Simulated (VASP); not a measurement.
Set up this calculation in VASP 6.6.1, as the native input.

* Task: single point
* Functional: PBE
* Potentials or basis: VASP PAW PBE potentials, release 64 (Ti_sv, Pb_d)
* Cutoff: 520 eV
* k mesh: 12 × 12 × 14
* Occupations: gaussian, width 0.1 eV
* Spin: no spin polarisation
* Dipole correction: no
* Further INCAR settings: ALGO = Fast; EDIFF = 1e-06; NBANDS = 27

The structure of TiPb2 lies in POSCAR:

```
TiPb2
1.0
    5.3964411390      0.0000000000      0.0000000000
   -2.6982205695      4.6734551164      0.0000000000
    0.0000000000      0.0000000000      3.0713569820
Ti Pb
1 2
Direct
    0.0000000000      0.0000000000      0.0000000000
    0.3333333333      0.6666666667      0.5000000000
    0.6666666667      0.3333333333      0.5000000000
```

One way to write it, as run:

INCAR

```
SYSTEM = TiPb2
  ALGO = Fast
  EDIFF = 1E-6
  ENCUT = 520
  GGA = PE
  ISIF = 2
  ISMEAR = 0
  LASPH = .TRUE.
  LCHARG = .TRUE.
  LELF = .TRUE.
  LREAL = .FALSE.
  LVHAR = .TRUE.
  LWAVE = .FALSE.
  NBANDS = 27
  NELM = 80
  PREC = Accurate
  SIGMA = 0.1
```

KPOINTS

```
k-points
0
G
  12 12 14
  0 0 0
```

Potentials or basis: VASP PAW PBE potentials, release 64 (Ti_sv, Pb_d).

Launch:

```console
$ cat potpaw_PBE.64/Ti_sv/POTCAR potpaw_PBE.64/Pb_d/POTCAR > POTCAR
$ mpirun -np 1 vasp_std > vasp.out
```

It gave:

* Pressure: -0.1 GPa
* Band gap on the k mesh: zero (bands 20 and 21 overlap by 1.13 eV)

Caveat: spin-orbit coupling is left out, which moves the levels of the heavy elements.

Run time: 7.3 min on 1 thread of Intel(R) Xeon(R) Platinum 8488C (Sapphire Rapids), on a shared host, peak memory 0.41 GiB.
